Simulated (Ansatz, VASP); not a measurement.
**TaN in VASP and in Ansatz**

Contents of POSCAR:

```
TaN
1.0
    0.0000000000      2.2113230000      2.2113230000
    2.2113230000      0.0000000000      2.2113230000
    2.2113230000      2.2113230000      0.0000000000
Ta N
1 1
Direct
    0.5000000000      0.5000000000      0.5000000000
    0.0000000000      0.0000000000      0.0000000000
```

INCAR.step1

```
SYSTEM = TaN
ALGO = Normal ; EDIFF = 1E-4
ENCUT = 520 ; GGA = PE
ISMEAR = -1 ; LASPH = .TRUE.
LCHARG = .FALSE. ; LDAU = .TRUE.
LDAUJ = 0 0 ; LDAUL = 2 -1
LDAUTYPE = 2 ; LDAUU = 3 0
LMAXMIX = 4 ; LREAL = .FALSE.
LWAVE = .TRUE. ; NBANDS = 15
NELM = 150 ; PREC = Accurate
SIGMA = 0.05
```

The input INCAR.step2:

```
SYSTEM = TaN
ALGO = Normal ; EDIFF = 1E-7
ENCUT = 520 ; ISIF = 2
ISMEAR = -1 ; ISTART = 1
LASPH = .TRUE. ; LCHARG = .FALSE.
LDAU = .TRUE. ; LDAUJ = 0 0
LDAUL = 2 -1 ; LDAUPRINT = 1
LDAUTYPE = 2 ; LDAUU = 3 0
LMAXMIX = 4 ; LMIXTAU = .TRUE.
LREAL = .FALSE. ; LWAVE = .FALSE.
METAGGA = R2SCAN ; NBANDS = 15
NELM = 150 ; PREC = Accurate
SIGMA = 0.05
```

File KPOINTS:

```
k-points
0
G
  10 10 10
  0 0 0
```

Contents of input.yaml:

```yaml
crystal:
  lattice:
    - [0.0, 2.211323, 2.211323]
    - [2.211323, 0.0, 2.211323]
    - [2.211323, 2.211323, 0.0]
  atoms:
    - { symbol: Ta, position: [0.5, 0.5, 0.5] }
    - { symbol: "N", position: [0.0, 0.0, 0.0] }
hamiltonian:
  xc: r2scan
  pseudopotentials: { kind: paw }
  hubbard: { sites: [{ species: Ta, l: d, u_eff: 3.0 }] }
kpoints:
  mp_grid: { grid: [10, 10, 10] }
scf:
  occupations: { method: fermi_dirac, width: 0.05 }
  n_extra_bands: 6
output:
  forces: true
  stress: true
  eigenvalues: true
  dos: { projected: true, de: 0.05, nscf_kmesh: { grid: [15, 15, 15] } }
  write_density: true
  write_potential: true
  elf: true
  volumetric_format: npy
```

Alike in both runs: functional r2SCAN; k mesh 10 × 10 × 10; occupations fermi-dirac, width 0.05 eV; no spin polarisation; Hubbard terms Ta d U = 3.0 eV.

|  | VASP | Ansatz |
| --- | --- | --- |
| version | VASP 6.6.1 | Ansatz 0.2.0 |
| potentials or method | VASP PAW PBE potentials, release 64 (Ta_pv, N) | Ansatz PAW |
| plane-wave cutoff (eV) | 520 | 500 |
| valence electrons in the cell | 16 | 18 |
| task | single point | projected density of states |

VASP gave:

- gap on the k mesh at the Fermi level (eV): none
- pressure (GPa): 4.4

**Question.** What did Ansatz give for the same quantities?

**Answer.** gap on the k mesh at the Fermi level (eV): none; pressure (GPa): -3.4.

VASP's potentials were made for PBE, not for r2SCAN. The programs project onto different local orbitals, so the same U acts differently, and such runs can settle in different states. A gap of «none» marks a metal or a gap that the smearing closes. VASP's potentials hold 16 valence electrons a cell and Ansatz's 18, so a difference there can come from the potentials and not from the codes.

Neither program's run includes spin-orbit coupling.
